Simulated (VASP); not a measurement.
# Si4BN3 (I-42m) in VASP: single point with PBE

Aim: the single point of Si4BN3 with PBE.

All numbers are computed with VASP 6.6.1; they aren't measurements. Logs are shortened: lines on timing, memory, paths and dates and some standing lists are left out, and cuts for length are marked.

**1. The cell of the first run**

The structure is tetragonal, space group I-42m (No. 121). The conventional cell has a = 4.361 Å, b = 4.361 Å, c = 8.764 Å, α = 90.00°, β = 90.00°, γ = 90.00°. Si (site symmetry m) has 3 N at 1.88 Å and 1 B at 1.93 Å within 2.5 Å. B (site symmetry -42m) has 4 Si at 1.93 Å within 2.6 Å. Within 2.5 Å of N (site symmetry -4) lie 4 Si at 1.88 Å. Within 2.5 Å of N (site symmetry -42m) lie 4 Si at 1.88 Å.

**2. Single point, PBE**

Contents of INCAR:

```
  PREC = Accurate
  ENCUT = 520
  EDIFF = 1E-6
  ISMEAR = 0
  SIGMA = 0.2
  LREAL = False
  LASPH = True
  NELM = 80
  ALGO = Normal
  ISIF = 2
  LWAVE = False
  LCHARG = False
  GGA = PE
  NBANDS = 27
```

Contents of KPOINTS:

```
regular mesh
0
Gamma
  5 5 5
```

Contents of POSCAR:

```
Si4BN3
1.0
   -2.1807035853      2.1807035853      4.3821297612
    2.1807035853     -2.1807035853      4.3821297612
    2.1807035853      2.1807035853     -4.3821297612
Si B N
4 1 3
Direct
    0.3823572587      0.8734917851      0.0000000000
    0.8734917851      0.3823572587      0.0000000000
    0.1265082149      0.1265082149      0.5088654736
    0.6176427413      0.6176427413      0.4911345264
    0.0000000000      0.0000000000      0.0000000000
    0.7500000000      0.2500000000      0.5000000000
    0.2500000000      0.7500000000      0.5000000000
    0.5000000000      0.5000000000      0.0000000000
```

Potentials or basis: VASP PAW PBE potentials, release 64 (Si, B, N).

Command:

```console
$ cat potpaw_PBE.64/Si/POTCAR potpaw_PBE.64/B/POTCAR potpaw_PBE.64/N/POTCAR > POTCAR
$ mpirun -np 1 vasp_std > vasp.out
```

OUTCAR:

```text
PREC = Accurate
   ENCUT = 520
   EDIFF = 1E-6
   ISMEAR = 0
   LREAL = False
   LASPH = True
   NELM = 80
   ISIF = 2
   GGA = PE

 ion  position               nearest neighbor table
   1  0.382  0.873  0.000-   6 1.88   7 1.88   8 1.88   5 1.93   2 3.03   3 3.06   3 3.06   4 3.06
                             4 3.06   2 3.08   2 3.08   4 3.10   3 3.10   2 3.14
   2  0.873  0.382  0.000-   7 1.88   6 1.88   8 1.88   5 1.93   1 3.03   3 3.06   4 3.06   4 3.06
                             3 3.06   1 3.08   1 3.08   4 3.10   3 3.10   1 3.14
   3  0.127  0.127  0.509-   6 1.88   7 1.88   8 1.88   5 1.93   4 3.03   1 3.06   2 3.06   2 3.06
                             1 3.06   4 3.08   4 3.08   1 3.10   2 3.10   4 3.14
   4  0.618  0.618  0.491-   6 1.88   7 1.88   8 1.88   5 1.93   3 3.03   2 3.06   1 3.06   1 3.06
                             2 3.06   3 3.08   3 3.08   1 3.10   2 3.10   3 3.14
   5  0.000  0.000  0.000-   3 1.93   1 1.93   2 1.93   4 1.93
   6  0.750  0.250  0.500-   1 1.88   3 1.88   4 1.88   2 1.88
   7  0.250  0.750  0.500-   2 1.88   3 1.88   4 1.88   1 1.88
   8  0.500  0.500  0.000-   4 1.88   2 1.88   3 1.88   1 1.88

  LATTYP: Found a body centered tetragonal cell.
 ALAT       =     4.3614071706
 C/A-ratio  =     2.0095027085

  Lattice vectors:

 A1 = (  -2.1807035853,   2.1807035853,   4.3821297612)
 A2 = (   2.1807035853,  -2.1807035853,   4.3821297612)
 A3 = (   2.1807035853,   2.1807035853,  -4.3821297612)

Analysis of symmetry for initial positions (statically):
=====================================================================
 Subroutine PRICEL returns:
 Original cell was already a primitive cell.

 Routine SETGRP: Setting up the symmetry group for a
 body centered tetragonal supercell.

 Subroutine GETGRP returns: Found  8 space group operations
 (whereof  8 operations were pure point group operations)
 out of a pool of 16 trial point group operations.

The static configuration has the point symmetry D_2d.

Analysis of symmetry for dynamics (positions and initial velocities):
=====================================================================
 Subroutine PRICEL returns:
 Original cell was already a primitive cell.

 Routine SETGRP: Setting up the symmetry group for a
 body centered tetragonal supercell.

 Subroutine GETGRP returns: Found  8 space group operations
 (whereof  8 operations were pure point group operations)
 out of a pool of 16 trial point group operations.

The dynamic configuration has the point symmetry D_2d.

 Subroutine INISYM returns: Found  8 space group operations
 (whereof  8 operations are pure point group operations),
 and found     1 'primitive' translations

----------------------------------------------------------------------------------------

                                     Primitive cell

  volume of cell :      83.3563

  direct lattice vectors                    reciprocal lattice vectors
    -2.180703585  2.180703585  4.382129761     0.000000000  0.229283798  0.114099770
     2.180703585 -2.180703585  4.382129761     0.229283798  0.000000000  0.114099770
     2.180703585  2.180703585 -4.382129761     0.229283798  0.229283798  0.000000000

  length of vectors
     5.358544345  5.358544345  5.358544345     0.256105091  0.256105091  0.324256257

  position of ions in fractional coordinates (direct lattice)
     0.382357259  0.873491785  0.000000000
     0.873491785  0.382357259  0.000000000
     0.126508215  0.126508215  0.508865474
     0.617642741  0.617642741  0.491134526
     0.000000000  0.000000000  0.000000000
     0.750000000  0.250000000  0.500000000
     0.250000000  0.750000000  0.500000000
     0.500000000  0.500000000  0.000000000

  ion indices of the primitive-cell ions
   primitive index   ion index
                 1           1
                 2           2
                 3           3
                 4           4
                 5           5
                 6           6
                 7           7
                 8           8

----------------------------------------------------------------------------------------

 KPOINTS: regular mesh

Automatic generation of k-mesh.
 Grid dimensions read from file:
 generate k-points for:    5    5    5

 Generating k-lattice:

  Cartesian coordinates                     Fractional coordinates (reciprocal lattice)
     0.000000000  0.045856760  0.022819954     0.200000000  0.000000000 -0.000000000
     0.045856760  0.000000000  0.022819954     0.000000000  0.200000000 -0.000000000
     0.045856760  0.045856760  0.000000000     0.000000000  0.000000000  0.200000000

  Length of vectors
     0.051221018  0.051221018  0.064851251

  Shift w.r.t. Gamma in fractional coordinates (k-lattice)
     0.000000000  0.000000000  0.000000000

 Subroutine IBZKPT returns following result:
 ===========================================

 Found     18 irreducible k-points:

 Following reciprocal coordinates:
            Coordinates               Weight
  0.000000  0.000000  0.000000      1.000000
  0.200000 -0.000000  0.000000      8.000000
  0.400000 -0.000000  0.000000      8.000000
  0.200000  0.200000  0.000000      8.000000
  0.400000  0.200000  0.000000     16.000000
 -0.400000  0.200000  0.000000     16.000000
[... 10 lines left out ...]
 -0.400000  0.400000  0.400000      4.000000
 -0.400000 -0.400000  0.400000      2.000000
   k-points           NKPTS =     18   k-points in BZ     NKDIM =     18   number of bands    NBANDS=     27
   number of dos      NEDOS =    301   number of ions     NIONS =      8
   total plane-waves  NPLWV =  64000
   dimension x,y,z NGX =    40 NGY =   40 NGZ =   40
   dimension x,y,z NGXF=    80 NGYF=   80 NGZF=   80
   ions per type =               4   1   3
   NGX,Y,Z   is equivalent  to a cutoff of  12.41, 12.41, 12.41 a.u.
   NGXF,Y,Z  is equivalent  to a cutoff of  24.82, 24.82, 24.82 a.u.
 SYSTEM =  unknown system
   PREC   = accura    normal or accurate (medium, high low for compatibility)
   ISTART =      0    job   : 0-new  1-cont  2-samecut
   ICHARG =      2    charge: 1-file 2-atom 10-const
   ISPIN  =      1    spin polarized calculation?
   LNONCOLLINEAR =      F non collinear calculations
   LSORBIT =      F    spin-orbit coupling
   LASPH  =      T    aspherical Exc in radial PAW
   ENCUT  =  520.0 eV  38.22 Ry    6.18 a.u.   9.96  9.96  9.96*2*pi/ulx,y,z
   NELM   =     80;   NELMIN=  2; NELMDL= -5     # of ELM steps
   EDIFF  = 0.1E-05   stopping-criterion for ELM
   LREAL  =      F    real-space projection
   EDIFFG = 0.1E-04   stopping-criterion for IOM
   NSW    =      0    number of steps for IOM
   IBRION =     -1    ionic relax: 0-MD 1-quasi-New 2-CG
   NFREE  =      0    steps in history (QN), initial steepest desc. (CG)
   ISIF   =      2    stress and relaxation
   ISYM   =      2    0-nonsym 1-usesym 2-fastsym
   POTIM  = 0.5000    time-step for ionic-motion
   TEBEG  =    0.0;   TEEND  =   0.0 temperature during run
   PSTRESS=    0.0 pullay stress
   NELECT =      34.0000    total number of electrons
   NUPDOWN=      -1.0000    fix difference up-down
   EMIN   =  10.00;   EMAX   =-10.00  energy-range for DOS
   EFERMI =   0.00;   METHOD = LEGACY
   ISMEAR =     0;   SIGMA  =   0.20  broadening in eV -4-tet -1-fermi 0-gaus
   EFERMI_NEDOS =   21; number of points for ismear=-14 and -15
   IALGO  =     38    algorithm
   IMIX   =      4    mixing-type and parameters
     AMIX     =   0.40;   BMIX     =  1.00
     AMIX_MAG =   1.60;   BMIX_MAG =  1.00
  volume/ion in A,a.u.               =      10.42        70.31
  Fermi-wavevector in a.u.,A,eV,Ry     =   1.214101  2.294319 20.055563  1.474042
  Thomas-Fermi vector in A             =   2.349532
   LORBIT       =      0    0 simple, 1 ext, 2 COOP (PROOUT), +10 PAW based schemes
   GGA     = PE    functional components
   LHFCALC =     F    Hartree Fock is set to
   AEXX    =    0.0000 exact exchange contribution
   IVDW    =     0    specifies the selected vdW correction
   LEPSILON=     F    determine dielectric tensor
   LRPA    =     F    only Hartree local field effects (RPA)
 non-spin polarized calculation
 Gauss-broadening in eV      SIGMA  =   0.20
  energy-cutoff  :      520.00
  volume of cell :       83.36
 maximum number of plane-waves:      2259
   NGX = 19   NGY = 19   NGZ = 19

 number of electron      34.0000000 magnetization

 Free energy of the ion-electron system (eV)
  ---------------------------------------------------
  ext. energy  EPLUGINS =         0.00000000
  ---------------------------------------------------
  free energy    TOTEN  =       -55.26028896 eV

  energy without entropy =      -55.19661247  energy(sigma->0) =      -55.22845072

 E-fermi :  11.0426     XC(G=0): -11.3946

 val. band max:       10.9756405516   @ k =   0.2000   0.2000   0.0000
 cond. band min:      11.0532398055   @ k =  -0.4000   0.2000   0.0000
 fundamental gap:      0.0775992539
 Fermi energy:        11.0425657304

 k-point     1 :       0.0000    0.0000    0.0000
  band No.  band energies     occupation
      1      -9.8888      2.00000
      2      -7.2392      2.00000
      3      -7.2334      2.00000
      4      -0.6494      2.00000
      5       0.0604      2.00000
      6       0.0604      2.00000
[... 19 lines left out ...]
     26      15.7452      0.00000
     27      15.7782      0.00000

 k-point     2 :       0.2000   -0.0000    0.0000
  band No.  band energies     occupation
      1      -9.6630      2.00000
      2      -7.4635      2.00000
      3      -7.3373      2.00000
      4      -0.9581      2.00000
      5      -0.3976      2.00000
      6       0.0411      2.00000
[... 472 lines left out ...]
 k-point    18 :      -0.4000   -0.4000    0.4000
  band No.  band energies     occupation
      1      -9.2824      2.00000
      2      -8.1807      2.00000
      3      -7.2935      2.00000
      4      -1.3573      2.00000
      5      -0.5184      2.00000
      6      -0.5184      2.00000
[... 19 lines left out ...]
     26      16.7729      0.00000
     27      17.5780      0.00000

------------------------ aborting loop because EDIFF is reached ----------------------------------------

  FORCE on cell =-STRESS in cart. coord.  units (eV):
  Direction    XX          YY          ZZ          XY          YZ          ZX
  --------------------------------------------------------------------------------------
  -------------------------------------------------------------------------------------
  Total       -0.3514572     -0.3514572     -0.3818207      0.0000000     -0.0000000      0.0000000
  in kB       -6.7552986     -6.7552986     -7.3389090      0.0000000     -0.0000000      0.0000000
  external PRESSURE =      -6.9498354 kB  Pullay stress =       0.0000000 kB

 VOLUME and BASIS-vectors are now :
 -----------------------------------------------------------------------------
  energy-cutoff  :      520.00
  volume of cell :       83.36
      direct lattice vectors                 reciprocal lattice vectors
    -2.180703585  2.180703585  4.382129761     0.000000000  0.229283798  0.114099770
     2.180703585 -2.180703585  4.382129761     0.229283798  0.000000000  0.114099770
     2.180703585  2.180703585 -4.382129761     0.229283798  0.229283798  0.000000000

 POSITION                                       TOTAL-FORCE (eV/Angst)
 -----------------------------------------------------------------------------------
      1.07102     -1.07102      5.50329        -0.011122      0.011122      0.000088
     -1.07102      1.07102      5.50329         0.011122     -0.011122      0.000088
      1.10968      1.10968     -1.12116         0.011122      0.011122     -0.000088
      1.07102      1.07102      3.26097        -0.011122     -0.011122     -0.000088
      0.00000      0.00000      0.00000         0.000000      0.000000      0.000000
      0.00000      2.18070      2.19106        -0.000000      0.000000      0.000000
      2.18070      0.00000      2.19106         0.000000      0.000000      0.000000
      0.00000      0.00000      4.38213         0.000000      0.000000      0.000000
 -----------------------------------------------------------------------------------
    total drift:                               -0.000002     -0.000002     -0.000001

  FREE ENERGIE OF THE ION-ELECTRON SYSTEM (eV)
  ---------------------------------------------------
  free  energy   TOTEN  =       -55.2602889630 eV

  energy  without entropy=      -55.1966124711  energy(sigma->0) =      -55.22845072
```

Wall time 45 s (1 thread of Intel Xeon Platinum 8259CL at 2.50GHz (Skylake/Cascade Lake), shared host); peak memory 0.24 GiB.

Results:

```
Free energy            : -55.2603 eV
Pressure               : -0.7 GPa
Largest force          : 0.016 eV/Å
Band gap on the k mesh : zero (band 17 reaches 11.51 eV, above the bottom of band 18 at 9.09 eV)
```

Forces on the atoms (eV/Å):
```
Si  -0.011  0.011  0.000
Si   0.011 -0.011  0.000
Si   0.011  0.011  0.000
Si  -0.011 -0.011  0.000
B    0.000  0.000  0.000
N    0.000  0.000  0.000
N    0.000  0.000  0.000
N    0.000  0.000  0.000
```

Caveat: the k points lie up to 0.41 Å⁻¹ apart.
